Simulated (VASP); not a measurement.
# TiO2 (P1) in VASP: a series of runs

Runs on TiO2. Level: PBE. Tasks: single point.

Program: VASP 6.6.1. These are calculated values, not measurements. Logs are shortened: lines on timing, memory, paths and dates and some standing lists are left out, and cuts for length are marked.

### Step 1. The cell of the first run

The typed cell holds 9 atoms: a = 2.968 Å, b = 4.708 Å, c = 7.241 Å, α = 88.08°, β = 78.18°, γ = 90.00°.

### Step 2. Single point, PBE

INCAR reads:

```
PREC = Accurate ; ENCUT = 520
EDIFF = 1E-7 ; ISMEAR = -1
SIGMA = 0.05 ; LREAL = F
LASPH = T ; NELM = 60
ALGO = Normal ; ISIF = 2
LWAVE = F ; LCHARG = F
GGA = PE ; NBANDS = 46
```

KPOINTS reads:

```
regular mesh
0
Gamma
  3 2 2
```

POSCAR reads:

```
TiO2
1.0
    2.9682645463      0.0000000000      0.0000000000
    0.0002080834      4.7076067549      0.0000000000
    1.4835696211      0.2423534620      7.0834647979
Ti O
3 6
Direct
    0.0033718700      0.0003888100      0.0007031900
    0.3446402100      0.4802596500      0.3169598700
    0.6617081400      0.5204743600      0.6844963600
    0.4400381600      0.1854376900      0.1285388000
    0.7779263400      0.2977287500      0.4518780700
    0.1012362400      0.3089534200      0.8062432200
    0.9064972100      0.6918369900      0.1951715700
    0.2294071500      0.7030072800      0.5495147300
    0.5680256700      0.8153000600      0.8728271800
```

Potentials or basis: VASP PAW PBE potentials, release 64 (Ti_sv, O).

Command:

```sh
$ cat potpaw_PBE.64/Ti_sv/POTCAR potpaw_PBE.64/O/POTCAR > POTCAR
$ mpirun -np 1 vasp_std > vasp.out
```

OUTCAR:

```text
PREC = Accurate
   ENCUT = 520
   EDIFF = 1E-7
   ISMEAR = -1
   LREAL = F
   LASPH = T
   NELM = 60
   ISIF = 2
   GGA = PE

 ion  position               nearest neighbor table
   1  0.003  0.000  0.001-   9 1.96   4 1.96   4 1.96   9 1.96   7 1.97   6 1.97
   2  0.345  0.480  0.317-   5 1.95   5 1.95   4 1.96   7 1.97   7 1.97   8 1.98
   3  0.662  0.520  0.684-   8 1.95   8 1.95   9 1.96   6 1.97   6 1.97   5 1.98
   4  0.440  0.185  0.129-   1 1.96   2 1.96   1 1.96
   5  0.778  0.298  0.452-   2 1.95   2 1.95   3 1.98
   6  0.101  0.309  0.806-   1 1.97   3 1.97   3 1.97
   7  0.906  0.692  0.195-   2 1.97   1 1.97   2 1.97
   8  0.229  0.703  0.550-   3 1.95   3 1.95   2 1.98
   9  0.568  0.815  0.873-   1 1.96   3 1.96   1 1.96

  LATTYP: Found a triclinic cell.
 ALAT       =     7.2412145089
 B/A-ratio  =     0.4099125282
 C/A-ratio  =     0.6501128718
 COS(alpha) =     0.0000442015
 COS(beta)  =     0.0334776766
 COS(gamma) =     0.2048785627

  Lattice vectors:

 A1 = (   1.4835696211,   0.2423534620,   7.0834647979)
 A2 = (   2.9682645463,   0.0000000000,   0.0000000000)
 A3 = (   0.0002080834,   4.7076067549,   0.0000000000)

Analysis of symmetry for initial positions (statically):
=====================================================================
 Subroutine PRICEL returns:
 Original cell was already a primitive cell.

 Routine SETGRP: Setting up the symmetry group for a
 triclinic supercell.

 Subroutine GETGRP returns: Found  1 space group operations
 (whereof  1 operations were pure point group operations)
 out of a pool of  2 trial point group operations.

The static configuration has the point symmetry C_1 .

Analysis of symmetry for dynamics (positions and initial velocities):
=====================================================================
 Subroutine PRICEL returns:
 Original cell was already a primitive cell.

 Routine SETGRP: Setting up the symmetry group for a
 triclinic supercell.

 Subroutine GETGRP returns: Found  1 space group operations
 (whereof  1 operations were pure point group operations)
 out of a pool of  2 trial point group operations.

The dynamic configuration has the point symmetry C_1 .

 Subroutine INISYM returns: Found  1 space group operations
 (whereof  1 operations are pure point group operations),
 and found     1 'primitive' translations

----------------------------------------------------------------------------------------

                                     Primitive cell

  volume of cell :      98.9802

  direct lattice vectors                    reciprocal lattice vectors
     2.968264546  0.000000000  0.000000000     0.336897195 -0.000014891 -0.070559655
     0.000208083  4.707606755  0.000000000     0.000000000  0.212422161 -0.007267806
     1.483569621  0.242353462  7.083464798     0.000000000  0.000000000  0.141173850

  length of vectors
     2.968264546  4.707606759  7.241214509     0.344206893  0.212546455  0.141173850

  position of ions in fractional coordinates (direct lattice)
     0.003371870  0.000388810  0.000703190
     0.344640210  0.480259650  0.316959870
     0.661708140  0.520474360  0.684496360
     0.440038160  0.185437690  0.128538800
     0.777926340  0.297728750  0.451878070
     0.101236240  0.308953420  0.806243220
     0.906497210  0.691836990  0.195171570
     0.229407150  0.703007280  0.549514730
     0.568025670  0.815300060  0.872827180

  ion indices of the primitive-cell ions
   primitive index   ion index
                 1           1
                 2           2
                 3           3
                 4           4
                 5           5
                 6           6
                 7           7
                 8           8
                 9           9

----------------------------------------------------------------------------------------

 KPOINTS: regular mesh

Automatic generation of k-mesh.
 Grid dimensions read from file:
 generate k-points for:    3    2    2

 Generating k-lattice:

  Cartesian coordinates                     Fractional coordinates (reciprocal lattice)
     0.112299065 -0.000004964 -0.023519885     0.333333333 -0.000000000  0.000000000
     0.000000000  0.106211080 -0.003633903     0.000000000  0.500000000 -0.000000000
     0.000000000  0.000000000  0.070586925     0.000000000  0.000000000  0.500000000

  Length of vectors
     0.114735631  0.106273227  0.070586925

  Shift w.r.t. Gamma in fractional coordinates (k-lattice)
     0.000000000  0.000000000  0.000000000

 Subroutine IBZKPT returns following result:
 ===========================================

 Found      8 irreducible k-points:

 Following reciprocal coordinates:
            Coordinates               Weight
  0.000000  0.000000  0.000000      1.000000
  0.333333 -0.000000  0.000000      2.000000
  0.000000  0.500000 -0.000000      1.000000
  0.333333  0.500000  0.000000      2.000000
  0.000000  0.000000  0.500000      1.000000
  0.333333 -0.000000  0.500000      2.000000
  0.000000  0.500000  0.500000      1.000000
  0.333333  0.500000  0.500000      2.000000
   k-points           NKPTS =      8   k-points in BZ     NKDIM =      8   number of bands    NBANDS=     46
   number of dos      NEDOS =    301   number of ions     NIONS =      9
   total plane-waves  NPLWV =  46656
   dimension x,y,z NGX =    24 NGY =   36 NGZ =   54
   dimension x,y,z NGXF=    48 NGYF=   72 NGZF=  108
   ions per type =               3   6
   NGX,Y,Z   is equivalent  to a cutoff of  13.44, 12.71, 12.40 a.u.
   NGXF,Y,Z  is equivalent  to a cutoff of  26.88, 25.43, 24.79 a.u.
 SYSTEM =  unknown system
   PREC   = accura    normal or accurate (medium, high low for compatibility)
   ISTART =      0    job   : 0-new  1-cont  2-samecut
   ICHARG =      2    charge: 1-file 2-atom 10-const
   ISPIN  =      1    spin polarized calculation?
   LNONCOLLINEAR =      F non collinear calculations
   LSORBIT =      F    spin-orbit coupling
   LASPH  =      T    aspherical Exc in radial PAW
   ENCUT  =  520.0 eV  38.22 Ry    6.18 a.u.   5.52  8.75 13.46*2*pi/ulx,y,z
   NELM   =     60;   NELMIN=  2; NELMDL= -5     # of ELM steps
   EDIFF  = 0.1E-06   stopping-criterion for ELM
   LREAL  =      F    real-space projection
   EDIFFG = 0.1E-05   stopping-criterion for IOM
   NSW    =      0    number of steps for IOM
   IBRION =     -1    ionic relax: 0-MD 1-quasi-New 2-CG
   NFREE  =      0    steps in history (QN), initial steepest desc. (CG)
   ISIF   =      2    stress and relaxation
   ISYM   =      2    0-nonsym 1-usesym 2-fastsym
   POTIM  = 0.5000    time-step for ionic-motion
   TEBEG  =    0.0;   TEEND  =   0.0 temperature during run
   PSTRESS=    0.0 pullay stress
   NELECT =      72.0000    total number of electrons
   NUPDOWN=      -1.0000    fix difference up-down
   EMIN   =  10.00;   EMAX   =-10.00  energy-range for DOS
   EFERMI =   0.00;   METHOD = LEGACY
   ISMEAR =    -1;   SIGMA  =   0.05  broadening in eV -4-tet -1-fermi 0-gaus
   EFERMI_NEDOS =   21; number of points for ismear=-14 and -15
   IALGO  =     38    algorithm
   IMIX   =      4    mixing-type and parameters
     AMIX     =   0.40;   BMIX     =  1.00
     AMIX_MAG =   1.60;   BMIX_MAG =  1.00
  volume/ion in A,a.u.               =      11.00        74.22
  Fermi-wavevector in a.u.,A,eV,Ry     =   1.472322  2.782285 29.493788  2.167732
  Thomas-Fermi vector in A             =   2.587351
   LORBIT       =      0    0 simple, 1 ext, 2 COOP (PROOUT), +10 PAW based schemes
   GGA     = PE    functional components
[... 5 lines left out ...]
 non-spin polarized calculation
  energy-cutoff  :      520.00
  volume of cell :       98.98
 maximum number of plane-waves:      2704
 NGX is ok and might be reduce to    24
   NGX = 11   NGY = 17   NGZ = 27

 number of electron      71.9999996 magnetization

 Free energy of the ion-electron system (eV)
  ---------------------------------------------------
  ext. energy  EPLUGINS =         0.00000000
  ---------------------------------------------------
  free energy    TOTEN  =       -80.21632086 eV

  energy without entropy =      -80.21632086  energy(sigma->0) =      -80.21632086

 E-fermi :   4.9319     XC(G=0): -10.9917

 val. band max:        3.8481170749   @ k =   0.0000   0.0000   0.0000
 cond. band min:       6.1249053289   @ k =   0.0000   0.0000   0.0000
 fundamental gap:      2.2767882539
 Fermi energy:         4.9318698031

 k-point     1 :       0.0000    0.0000    0.0000
  band No.  band energies     occupation
      1     -52.8537      2.00000
      2     -52.7098      2.00000
      3     -52.6762      2.00000
      4     -29.1414      2.00000
      5     -29.1272      2.00000
      6     -29.0618      2.00000
[... 38 lines left out ...]
     45       8.4512      0.00000
     46       9.0606      0.00000

 k-point     2 :       0.3333   -0.0000    0.0000
  band No.  band energies     occupation
      1     -52.8249      2.00000
      2     -52.6726      2.00000
      3     -52.6557      2.00000
      4     -29.2770      2.00000
      5     -29.1467      2.00000
      6     -29.1415      2.00000
[... 38 lines left out ...]
     45       7.9650      0.00000
     46       9.2519      0.00000

 k-point     3 :       0.0000    0.5000   -0.0000
  band No.  band energies     occupation
      1     -52.8535      2.00000
      2     -52.7100      2.00000
      3     -52.6762      2.00000
      4     -29.1809      2.00000
      5     -29.1047      2.00000
      6     -29.0307      2.00000
[... 234 lines left out ...]
     45       8.1893      0.00000
     46       9.6534      0.00000

 k-point     8 :       0.3333    0.5000    0.5000
  band No.  band energies     occupation
      1     -52.8248      2.00000
      2     -52.6726      2.00000
      3     -52.6557      2.00000
      4     -29.2751      2.00000
      5     -29.1490      2.00000
      6     -29.1436      2.00000
[... 38 lines left out ...]
     45       7.7615      0.00000
     46       9.2769      0.00000

------------------------ aborting loop because EDIFF is reached ----------------------------------------

  FORCE on cell =-STRESS in cart. coord.  units (eV):
  Direction    XX          YY          ZZ          XY          YZ          ZX
  --------------------------------------------------------------------------------------
  -------------------------------------------------------------------------------------
  Total        2.9938568      2.6575933      2.5271701     -0.0115599     -0.0032959      0.0062368
  in kB       48.4610803     43.0180362     40.9068961     -0.1871175     -0.0533497      0.1009536
  external PRESSURE =      44.1286708 kB  Pullay stress =       0.0000000 kB

 VOLUME and BASIS-vectors are now :
 -----------------------------------------------------------------------------
  energy-cutoff  :      520.00
  volume of cell :       98.98
      direct lattice vectors                 reciprocal lattice vectors
     2.968264546  0.000000000  0.000000000     0.336897195 -0.000014891 -0.070559655
     0.000208083  4.707606755  0.000000000     0.000000000  0.212422161 -0.007267806
     1.483569621  0.242353462  7.083464798     0.000000000  0.000000000  0.141173850

 POSITION                                       TOTAL-FORCE (eV/Angst)
 -----------------------------------------------------------------------------------
      0.01105      0.00200      0.00498        -0.000711     -0.001838      0.002475
      1.49332      2.33769      2.24517         0.002314     -0.058952      0.014136
      2.97973      2.61608      4.84861         0.001309      0.062592     -0.017658
      1.49688      0.90412      0.91050         0.001100      0.015588      0.050575
      2.97955      1.51110      3.20086         0.007242     -0.149100      0.014559
      1.49668      1.64983      5.71100        -0.002032     -0.080621     -0.001916
      2.98042      3.30420      1.38249        -0.000098      0.078848      0.001489
      1.49633      3.44266      3.89247        -0.002941      0.148058     -0.013612
      2.98112      4.04964      6.18264        -0.006183     -0.014574     -0.050048
 -----------------------------------------------------------------------------------
    total drift:                                0.000573     -0.000294      0.000166

  FREE ENERGIE OF THE ION-ELECTRON SYSTEM (eV)
  ---------------------------------------------------
  free  energy   TOTEN  =       -80.2163208636 eV

  energy  without entropy=      -80.2163208635  energy(sigma->0) =      -80.21632086
```

Run time: 66 s. Hardware: 1 thread of Intel Xeon Platinum 8259CL at 2.50GHz (Skylake/Cascade Lake), shared host; peak memory 0.2 GiB.

Results:

* Free energy: -80.2163 eV
* Pressure: 4.4 GPa
* Largest force: 0.150 eV/Å
* Band gap on the k mesh: 2.28 eV, direct

Forces on the atoms (eV/Å):
```
Ti  -0.001 -0.002  0.002
Ti   0.002 -0.059  0.014
Ti   0.001  0.063 -0.018
O    0.001  0.016  0.051
O    0.007 -0.149  0.015
O   -0.002 -0.081 -0.002
O    0.000  0.079  0.001
O   -0.003  0.148 -0.014
O   -0.006 -0.015 -0.050
```

Levels at points of the mesh, in eV from the valence-band top:
| k point | band 34 | band 35 | band 36 | band 37 | band 38 | band 39 |
| --- | --- | --- | --- | --- | --- | --- |
| (0.00, 0.00, 0.00) | -0.31 | -0.22 | 0.00 | 2.28 | 2.68 | 2.82 |
| (0.00, 0.50, 0.00) | -0.87 | -0.80 | -0.70 | 2.36 | 2.72 | 2.81 |
| (0.00, 0.00, 0.50) | -0.78 | -0.23 | -0.09 | 2.41 | 2.68 | 2.84 |
| (0.00, 0.50, 0.50) | -0.68 | -0.65 | -0.21 | 2.35 | 2.59 | 2.69 |

Caveat: the k points lie up to 0.72 Å⁻¹ apart. A k mesh can miss the band edges.

### Step 3. Single point, PBE

INCAR reads:

```
SYSTEM = TiO2
PREC = Accurate ; ENCUT = 520
EDIFF = 1E-7 ; ISMEAR = -1
SIGMA = 0.05 ; LREAL = .FALSE.
LASPH = .TRUE. ; NELM = 100
ALGO = Normal ; ISIF = 2
LWAVE = .FALSE. ; LCHARG = .FALSE.
GGA = PE ; NBANDS = 46
```

KPOINTS reads:

```
Automatic mesh
0
G
  7 4 3
  0 0 0
```

POSCAR is that of step 2.

Potentials or basis: VASP PAW PBE potentials, release 64 (Ti_sv, O).

Command:

```sh
$ cat potpaw_PBE.64/Ti_sv/POTCAR potpaw_PBE.64/O/POTCAR > POTCAR
$ mpirun -np 1 vasp_std > vasp.out
```

Wall time 8 min (1 thread of AMD EPYC 7R13, shared host); peak memory 0.26 GiB.

Results (log left out):

```yaml
Free_energy: -80.2831 eV
Pressure: 4.4 GPa
Largest_force: 0.183 eV/Å
Band_gap_on_the_k_mesh: 2.27 eV, indirect (least direct gap 2.30 eV)
```

Forces in eV/Å, atoms in the order of the input:
```
Ti   0.001 -0.002  0.002
Ti   0.005  0.023  0.058
Ti   0.001 -0.019 -0.062
O   -0.001  0.006  0.042
O    0.007 -0.181  0.026
O   -0.003 -0.053  0.001
O   -0.001  0.051 -0.001
O   -0.004  0.180 -0.025
O   -0.005 -0.005 -0.042
```

Stress tensor (GPa, compression positive):
```
 4.15 -0.02  0.01
-0.02  4.56 -0.11
 0.01 -0.11  4.35
```

Levels at points of the mesh, in eV from the valence-band top:
| k point | band 32 | band 33 | band 34 | band 35 | band 36 | band 37 | band 38 | band 39 | band 40 | band 41 |
| --- | --- | --- | --- | --- | --- | --- | --- | --- | --- | --- |
| (0.00, 0.00, 0.00) | -0.88 | -0.43 | -0.33 | -0.24 | -0.02 | 2.27 | 2.67 | 2.81 | 2.95 | 3.14 |
| (0.00, 0.50, 0.00) | -1.11 | -1.10 | -0.89 | -0.82 | -0.73 | 2.36 | 2.72 | 2.80 | 3.00 | 3.11 |

A k mesh can miss the band edges.
